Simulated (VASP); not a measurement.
Co, 2 atoms in the cell. The structure is hexagonal, space group P6_3/mmc (No. 194). Conventional cell: a = 2.507 Å, b = 2.507 Å, c = 4.070 Å, α = 90.00°, β = 90.00°, γ = 120.00°. Within 3.3 Å of Co (site symmetry -6m2) lie 12 Co at 2.50 to 2.51 Å. 

| Property | Result |
| --- | --- |
| Program | VASP 6.6.1 |
| Task | relaxation of volume and atoms at fixed shape |
| Functional | LDA |
| Potentials or basis | VASP PAW LDA potentials, release 64 (Co_sv) |
| Cutoff | 600 eV |
| k mesh | 10 × 10 × 6 |
| Occupations | gaussian, width 0.05 eV |
| Spin | collinear spin, ferromagnetic start |
| Starting moments | [2.5, 2.5] μB |
| Dipole correction | no |
| Further INCAR settings | ALGO = Normal; EDIFF = 1e-07; IBRION = 2; EDIFFG = -0.01; NSW = 60; ISIF = 8 |

Potentials or basis: VASP PAW LDA potentials, release 64 (Co_sv).

Launch:

```bash
$ cat potpaw_LDA.64/Co_sv/POTCAR > POTCAR
$ mpirun -np 1 vasp_std > vasp.out
```

Hardware: 1 thread of Intel(R) Xeon(R) Platinum 8488C (Sapphire Rapids), on a shared host.

Task: How long does it take, and how much memory?

Result: Run time: 4.4 min on 1 thread of Intel(R) Xeon(R) Platinum 8488C (Sapphire Rapids) (shared host), peak memory 0.18 GiB. Counts: scf iterations 92, k points 56, ion steps 8.
